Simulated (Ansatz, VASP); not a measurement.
Two plane-wave programs on Hg

```
Hg
1.0
     3.11219    0.00000    0.00000
    -1.55609    2.69523    0.00000
     0.00000    0.00000    5.19237
Hg
2
Direct
  0.66667 0.33333 0.75000
  0.33333 0.66667 0.25000
```

Alike in both runs: task single point; functional PBEsol; dispersion D3(BJ); k mesh 18 × 18 × 10; occupations gaussian, width 0.15 eV; no spin polarisation.

|  | VASP | Ansatz |
| --- | --- | --- |
| version | VASP 6.6.1 | Ansatz 0.2.0 |
| potentials or method | VASP PAW PBE potentials, release 64 (Hg), cutoff 520 eV | scalar-relativistic, plane waves, PAW |
| valence electrons in the cell | 24 | 40 |

|  | VASP | Ansatz | Ansatz less VASP |
| --- | --- | --- | --- |
| gap on the k mesh at the Fermi level (eV) | none | none | - |
| pressure (GPa) | 0.6 | 0.0 | -0.56 |

VASP's potentials were made for PBE, not for PBEsol. A gap of «none» marks a metal or a gap that the smearing closes. VASP's potentials hold 24 valence electrons a cell and Ansatz's 40, so a difference there can come from the potentials and not from the codes.

Spin-orbit coupling is off throughout.
